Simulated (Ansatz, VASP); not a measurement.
# Two plane-wave programs on K4HgGe2

```
K Hg Ge
1.0
     2.92475    5.06581    0.00000
    -2.92475    5.06581    0.00000
     0.00000   -3.37721    9.63539
K Hg Ge
4 1 2
Cartesian
  0.0000 3.3772 1.3383
  0.0000 3.3772 8.2971
  0.0000 0.0000 5.9929
  0.0000 6.7544 3.6425
  0.0000 0.0000 0.0000
  0.0000 0.0000 2.5219
  0.0000 6.7544 7.1135
```

Alike in both runs: functional PBE; dispersion D4; k mesh 4 × 4 × 4; no spin polarisation.

Ansatz relaxed the structure, and its values are those at the end. VASP's run is a single point on that final structure, the one shown.

```csv
,VASP,Ansatz
version,VASP 6.6.1,Ansatz 0.2.0
potentials or method,"VASP PAW PBE potentials, release 64 (K_sv, Hg, Ge_d), cutoff 520 eV",PAW plane waves
occupations,"fermi-dirac, width 0.1 eV",fermi-dirac
valence electrons in the cell,76,84
```

```tsv
	VASP	Ansatz	Ansatz less VASP
gap on the k mesh at the Fermi level (eV)	none	none	-
pressure (GPa)	0.0	0.0	-0.03
rms of the force components (eV/Å)	0.012	0.000	-0.0118
```

A gap of «none» marks a metal or a gap that the smearing closes. VASP's potentials hold 76 valence electrons a cell and Ansatz's 84, so a difference there can come from the potentials and not from the codes. Ansatz's warnings: structure snapped to symmetry.

Neither program's run includes spin-orbit coupling.
